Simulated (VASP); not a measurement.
# KMg6Ni (P1) in VASP: single point with PBE

Aim: the single point of KMg6Ni with PBE.

Program: VASP 6.6.1. These are calculated values, not measurements. Logs are shortened: lines on timing, memory, paths and dates and some standing lists are left out, and cuts for length are marked.

## 1. The cell of the first run

The typed cell holds 8 atoms: a = 4.544 Å, b = 8.100 Å, c = 8.100 Å, α = 44.42°, β = 90.00°, γ = 90.00°.

## 2. Single point, PBE, collinear spin, ferromagnetic start (atoms moved at random)

INCAR

```
PREC     = Accurate       # precision mode
ENCUT    = 600            # plane-wave cutoff, eV
EDIFF    = 1E-6           # SCF threshold, eV
ISMEAR   = -1             # smearing method
SIGMA    = 0.05           # smearing width, eV
LREAL    = False          # projectors in reciprocal space
LASPH    = True           # aspherical terms in the spheres
NELM     = 200            # most SCF steps
ALGO     = Normal         # electronic algorithm
ISIF     = 2              # what is computed and relaxed
LWAVE    = False          # write WAVECAR
LCHARG   = False          # write CHGCAR
ISPIN    = 2              # spin polarisation
MAGMOM   = 1 0 0 0 0 0 0 0 # initial moments
LORBIT   = 11             # projections on sites
LMAXMIX  = 4              # l up to which the mixer works
GGA      = PE             # functional
NBANDS   = 30             # bands
GGA_COMPAT= False        
KPAR     = 4
```

KPOINTS

```
regular mesh
0
Gamma
  6 5 5
```

POSCAR

```
KMg6Ni
1.0
    4.5439230000      0.0000000000      0.0000000000
    0.0000000000      3.0618780000      7.4986780000
    0.0000000000     -3.0618780000      7.4986780000
Ni K Mg
1 1 6
Direct
    0.0088400000      0.9114470000      0.9026110000
    0.5092170000      0.7202660000      0.7159260000
    0.5100210000      0.1392550000      0.1491740000
    0.4908940000      0.1561880000      0.6852700000
    0.4937590000      0.6851680000      0.1518400000
   -0.0030800000      0.3198730000      0.3205370000
    0.0043540000      0.2862360000      0.7977560000
    0.0064330000      0.7934920000      0.2979910000
```

Potentials or basis: VASP PAW PBE potentials, release 64 (Ni, K_sv, Mg).

On the command line:

```bash
cat potpaw_PBE.64/Ni/POTCAR potpaw_PBE.64/K_sv/POTCAR potpaw_PBE.64/Mg/POTCAR > POTCAR
mpirun -np 4 vasp_std > vasp.out
```

OUTCAR:

```text
PREC = Accurate
   ENCUT = 600
   EDIFF = 1E-6
   ISMEAR = -1
   LREAL = False
   LASPH = True
   NELM = 200
   ISIF = 2
   ISPIN = 2
   LORBIT = 11
   GGA = PE

 ion  position               nearest neighbor table
   1  0.009  0.911  0.903-   7 2.50   8 2.61   4 2.62   5 2.65   4 2.75   5 2.76   6 3.30   6 3.35

   2  0.509  0.720  0.716-   3 3.22   3 3.30   5 3.33   4 3.36
   3  0.510  0.139  0.149-   8 3.09   8 3.12   7 3.12   7 3.16   2 3.22   2 3.30   6 3.44   6 3.52

   4  0.491  0.156  0.685-   1 2.62   1 2.75   7 2.86   5 2.87   7 2.96   6 3.15   6 3.19   5 3.25
                             2 3.36
   5  0.494  0.685  0.152-   1 2.65   1 2.76   4 2.87   8 2.93   8 3.01   6 3.15   6 3.17   4 3.25
                             2 3.33
   6  0.997  0.320  0.321-   4 3.15   5 3.15   5 3.17   4 3.19   1 3.30   1 3.35   3 3.44   3 3.52

   7  0.004  0.286  0.798-   1 2.50   4 2.86   4 2.96   8 3.04   8 3.08   3 3.12   3 3.16
   8  0.006  0.793  0.298-   1 2.61   5 2.93   5 3.01   7 3.04   7 3.08   3 3.09   3 3.12

  LATTYP: Found a base centered orthorhombic cell.
 ALAT       =     6.1237560000
 B/A-ratio  =     2.4490453245
 C/A-ratio  =     0.7420156845

  Lattice vectors:

 A1 = (   0.0000000000,   3.0618780000,  -7.4986780000)
 A2 = (   0.0000000000,   3.0618780000,   7.4986780000)
 A3 = (   4.5439230000,   0.0000000000,   0.0000000000)

Analysis of symmetry for initial positions (statically):
=====================================================================
 Subroutine PRICEL returns:
 Original cell was already a primitive cell.

 Routine SETGRP: Setting up the symmetry group for a
 base centered orthorhombic supercell.

 Subroutine GETGRP returns: Found  1 space group operations
 (whereof  1 operations were pure point group operations)
 out of a pool of  8 trial point group operations.

The static configuration has the point symmetry C_1 .

Analysis of symmetry for dynamics (positions and initial velocities):
=====================================================================
 Subroutine PRICEL returns:
 Original cell was already a primitive cell.

 Routine SETGRP: Setting up the symmetry group for a
 base centered orthorhombic supercell.

 Subroutine GETGRP returns: Found  1 space group operations
 (whereof  1 operations were pure point group operations)
 out of a pool of  8 trial point group operations.

The dynamic configuration has the point symmetry C_1 .

Analysis of structural, dynamic, and magnetic symmetry:
=====================================================================
 Subroutine PRICEL returns:
 Original cell was already a primitive cell.

 Routine SETGRP: Setting up the symmetry group for a
 base centered orthorhombic supercell.

 Subroutine GETGRP returns: Found  1 space group operations
 (whereof  1 operations were pure point group operations)
 out of a pool of  8 trial point group operations.

The overall configuration has the point symmetry C_1 .

 Subroutine INISYM returns: Found  1 space group operations
 (whereof  1 operations are pure point group operations),
 and found     1 'primitive' translations

----------------------------------------------------------------------------------------

                                     Primitive cell

  volume of cell :     208.6573

  direct lattice vectors                    reciprocal lattice vectors
     4.543923000  0.000000000  0.000000000     0.220074152  0.000000000  0.000000000
     0.000000000  3.061878000  7.498678000     0.000000000  0.163298472  0.066678420
     0.000000000 -3.061878000  7.498678000     0.000000000 -0.163298472  0.066678420

  length of vectors
     4.543923000  8.099707935  8.099707935     0.220074152  0.176387082  0.176387082

  position of ions in fractional coordinates (direct lattice)
     0.008840000  0.911447000  0.902611000
     0.509217000  0.720266000  0.715926000
     0.510021000  0.139255000  0.149174000
     0.490894000  0.156188000  0.685270000
     0.493759000  0.685168000  0.151840000
     0.996920000  0.319873000  0.320537000
     0.004354000  0.286236000  0.797756000
     0.006433000  0.793492000  0.297991000
[... 67 lines left out ...]
   total plane-waves  NPLWV = 176400
   dimension x,y,z NGX =    36 NGY =   70 NGZ =   70
   dimension x,y,z NGXF=    72 NGYF=  140 NGZF=  140
   ions per type =               1   1   6
   NGX,Y,Z   is equivalent  to a cutoff of  13.17, 14.37, 14.37 a.u.
   NGXF,Y,Z  is equivalent  to a cutoff of  26.34, 28.73, 28.73 a.u.
 SYSTEM =  unknown system
   PREC   = accura    normal or accurate (medium, high low for compatibility)
   ISTART =      0    job   : 0-new  1-cont  2-samecut
   ICHARG =      2    charge: 1-file 2-atom 10-const
   ISPIN  =      2    spin polarized calculation?
   LNONCOLLINEAR =      F non collinear calculations
   LSORBIT =      F    spin-orbit coupling
   LASPH  =      T    aspherical Exc in radial PAW
   ENCUT  =  600.0 eV  44.10 Ry    6.64 a.u.   9.08 16.18 16.18*2*pi/ulx,y,z
   NELM   =    200;   NELMIN=  2; NELMDL= -5     # of ELM steps
   EDIFF  = 0.1E-05   stopping-criterion for ELM
   LREAL  =      F    real-space projection
   EDIFFG = 0.1E-04   stopping-criterion for IOM
   NSW    =      0    number of steps for IOM
   IBRION =     -1    ionic relax: 0-MD 1-quasi-New 2-CG
   NFREE  =      0    steps in history (QN), initial steepest desc. (CG)
   ISIF   =      2    stress and relaxation
   ISYM   =      2    0-nonsym 1-usesym 2-fastsym
   POTIM  = 0.5000    time-step for ionic-motion
   TEBEG  =    0.0;   TEEND  =   0.0 temperature during run
   PSTRESS=    0.0 pullay stress
   NELECT =      31.0000    total number of electrons
   NUPDOWN=      -1.0000    fix difference up-down
   EMIN   =  10.00;   EMAX   =-10.00  energy-range for DOS
   EFERMI =   0.00;   METHOD = LEGACY
   ISMEAR =    -1;   SIGMA  =   0.05  broadening in eV -4-tet -1-fermi 0-gaus
   EFERMI_NEDOS =   21; number of points for ismear=-14 and -15
   IALGO  =     38    algorithm
   IMIX   =      4    mixing-type and parameters
     AMIX     =   0.40;   BMIX     =  1.00
     AMIX_MAG =   1.60;   BMIX_MAG =  1.00
  volume/ion in A,a.u.               =      26.08       176.01
  Fermi-wavevector in a.u.,A,eV,Ry     =   0.867063  1.638512 10.228847  0.751799
  Thomas-Fermi vector in A             =   1.985543
   LORBIT       =     11    0 simple, 1 ext, 2 COOP (PROOUT), +10 PAW based schemes
   GGA     = PE    functional components
   LHFCALC =     F    Hartree Fock is set to
   AEXX    =    0.0000 exact exchange contribution
   IVDW    =     0    specifies the selected vdW correction
   LEPSILON=     F    determine dielectric tensor
   LRPA    =     F    only Hartree local field effects (RPA)
 spin polarized calculation
  energy-cutoff  :      600.00
  volume of cell :      208.66
 maximum number of plane-waves:      6996
   NGX = 19   NGY = 33   NGZ = 33

 number of electron      31.0000002 magnetization       0.0114670

 number of electron      31.0000002 magnetization      -0.0001890

 Free energy of the ion-electron system (eV)
  ---------------------------------------------------
  ext. energy  EPLUGINS =         0.00000000
  ---------------------------------------------------
  free energy    TOTEN  =       -13.96133865 eV

  energy without entropy =      -13.92762102  energy(sigma->0) =      -13.94447984

 E-fermi :   1.9732     XC(G=0):  -8.1647

 val. band max:        1.9715812410   @ k =  -0.3333   0.2000   0.4000
 cond. band min:       1.9783833111   @ k =  -0.3333  -0.2000  -0.4000
 fundamental gap:      0.0068020701
 Fermi energy:         1.9731665107

 spin component 1

 k-point     1 :       0.0000    0.0000    0.0000
  band No.  band energies     occupation
      1     -28.8953      1.00000
      2     -12.5059      1.00000
      3     -12.4307      1.00000
      4     -12.3686      1.00000
      5      -4.2507      1.00000
      6      -1.5418      1.00000
[... 709 lines left out ...]
     26       6.9707      0.00000
     27       7.1830      0.00000

 [... further k-points ...]

 spin component 2

 k-point     1 :       0.0000    0.0000    0.0000
  band No.  band energies     occupation
      1     -28.8953      1.00000
      2     -12.5059      1.00000
      3     -12.4307      1.00000
      4     -12.3686      1.00000
      5      -4.2508      1.00000
      6      -1.5418      1.00000
[... 709 lines left out ...]
     26       6.9706      0.00000
     27       7.1829      0.00000

 [... further k-points ...]

 [bands above 27 left out]

------------------------ aborting loop because EDIFF is reached ----------------------------------------

  FORCE on cell =-STRESS in cart. coord.  units (eV):
  Direction    XX          YY          ZZ          XY          YZ          ZX
  --------------------------------------------------------------------------------------
  -------------------------------------------------------------------------------------
  Total        0.5488536      0.5865400      0.2329076      0.0462091      0.0858477     -0.4071739
  in kB        4.2143788      4.5037542      1.7883836      0.3548169      0.6591822     -3.1264891
  external PRESSURE =       3.5021722 kB  Pullay stress =       0.0000000 kB

 VOLUME and BASIS-vectors are now :
 -----------------------------------------------------------------------------
  energy-cutoff  :      600.00
  volume of cell :      208.66
      direct lattice vectors                 reciprocal lattice vectors
     4.543923000  0.000000000  0.000000000     0.220074152  0.000000000  0.000000000
     0.000000000  3.061878000  7.498678000     0.000000000  0.163298472  0.066678420
     0.000000000 -3.061878000  7.498678000     0.000000000 -0.163298472  0.066678420

 POSITION                                       TOTAL-FORCE (eV/Angst)
 -----------------------------------------------------------------------------------
      0.04017      0.02705     13.60304        -0.264511     -0.150005     -0.273766
      2.31384      0.01329     10.76954        -0.007263     -0.099330      0.020590
      2.31750     -0.03037      2.16284        -0.049320      0.114350     -0.063543
      2.23058     -1.61998      6.30982         0.283782      0.176985     -0.081728
      2.24360      1.63299      6.27645         0.210993     -0.135183      0.051837
      4.52993     -0.00203      4.80223        -0.001812     -0.028141      0.029752
      0.01978     -1.56621      8.12851        -0.098529      0.174434      0.330040
      0.02923      1.51716      8.18468        -0.073341     -0.053110     -0.013183
 -----------------------------------------------------------------------------------
    total drift:                                0.000076      0.000184      0.001327

  FREE ENERGIE OF THE ION-ELECTRON SYSTEM (eV)
  ---------------------------------------------------
  free  energy   TOTEN  =       -13.9613386526 eV

  energy  without entropy=      -13.9276210215  energy(sigma->0) =      -13.94447984

 total charge

# of ion       s       p       d       tot
------------------------------------------
    1        0.479   0.254   8.429   9.163
    2        1.977   5.575   0.037   7.589
    3        0.255   0.090   0.006   0.352
    4        0.231   0.129   0.015   0.375
    5        0.230   0.126   0.014   0.370
    6        0.210   0.091   0.007   0.308
    7        0.239   0.122   0.014   0.375
    8        0.236   0.117   0.012   0.365
--------------------------------------------------
tot          3.857   6.505   8.536  18.898

 magnetization (x)

# of ion       s       p       d       tot
------------------------------------------
    1        0.000  -0.000   0.000   0.000
    2       -0.000  -0.000  -0.000  -0.000
    3        0.000   0.000  -0.000   0.000
    4       -0.000  -0.000  -0.000  -0.000
    5       -0.000  -0.000  -0.000  -0.000
    6       -0.000  -0.000  -0.000  -0.000
    7       -0.000  -0.000  -0.000  -0.000
    8       -0.000  -0.000  -0.000  -0.000
--------------------------------------------------
tot         -0.000  -0.000   0.000   0.000
```

Run time: 5 min. Hardware: 4 MPI ranks of AMD EPYC 9R45 (Zen 5), shared host; peak memory 1.2 GiB.

Results:

```yaml
Free_energy: -13.9613 eV
Pressure: 0.4 GPa
Largest_force: 0.409 eV/Å
Net_moment: 0.00 μB per cell
Valence_electrons_inside_the_program's_atomic_spheres: Ni 9.16; K 7.59; Mg 0.35, 0.38, 0.37, 0.31, 0.36 (each value once)
```

Forces in eV/Å, atoms in the order of the input:
```
Ni  -0.265 -0.150 -0.274
K   -0.007 -0.099  0.021
Mg  -0.049  0.114 -0.064
Mg   0.284  0.177 -0.082
Mg   0.211 -0.135  0.052
Mg  -0.002 -0.028  0.030
Mg  -0.099  0.174  0.330
Mg  -0.073 -0.053 -0.013
```

Levels at points of the mesh, in eV from the Fermi level:
Spin up:
```csv
k point,band 12,band 13,band 14,band 15,band 16,band 17,band 18,band 19
"(0.00, 0.00, 0.00)",-1.23,-1.17,-0.81,-0.19,0.08,0.47,1.89,2.67
"(0.50, 0.00, 0.00)",-1.30,-1.07,-1.00,-0.58,-0.37,-0.03,0.10,0.40
```
Spin down:
```tsv
k point	band 13	band 14	band 15	band 16	band 17	band 18
(0.00, 0.00, 0.00)	-1.17	-0.81	-0.19	0.08	0.47	1.89
(0.50, 0.00, 0.00)	-1.07	-1.00	-0.58	-0.37	-0.03	0.10
```

Caveat: the cell differs from its parent crystal (atoms moved at random).
